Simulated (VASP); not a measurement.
Here is a VASP 6.6.1 calculation.

Contents of INCAR:

```
PREC = Accurate ; ENCUT = 600
EDIFF = 1E-6 ; ISMEAR = 0
SIGMA = 0.02 ; LREAL = F
LASPH = T ; NELM = 120
ALGO = Normal ; ISIF = 2
LWAVE = F ; LCHARG = F
GGA = PS ; NBANDS = 11
GGA_COMPAT = F
```

Contents of KPOINTS:

```
Automatic mesh
0
Gamma
  10 10 10
```

The input POSCAR:

```
MgSe
1.0
    0.0000000000      2.6943240946      2.6943240946
    2.6943240946      0.0000000000      2.6943240946
    2.6943240946      2.6943240946      0.0000000000
Mg Se
1 1
Direct
    0.0000000000      0.0000000000      0.0000000000
    0.5000000000      0.5000000000      0.5000000000
```

Potentials or basis: VASP PAW PBE potentials, release 64 (Mg, Se).

Run with:

```console
$ cat potpaw_PBE.64/Mg/POTCAR potpaw_PBE.64/Se/POTCAR > POTCAR
$ mpirun -np 1 vasp_std > vasp.out
```

**Question.** Predict the pressure.

**Answer.** 2.3 GPa.

**Question.** Estimate the band gap on the k mesh.

**Answer.** 1.82 eV (least direct gap 2.74 eV).

Caveat: the cell differs from its parent crystal (Ca replaced by Mg, lengths x 0.929, strained); the PAW data sets were made with another functional, which shifts forces and pressure a little. A k mesh can miss the band edges.
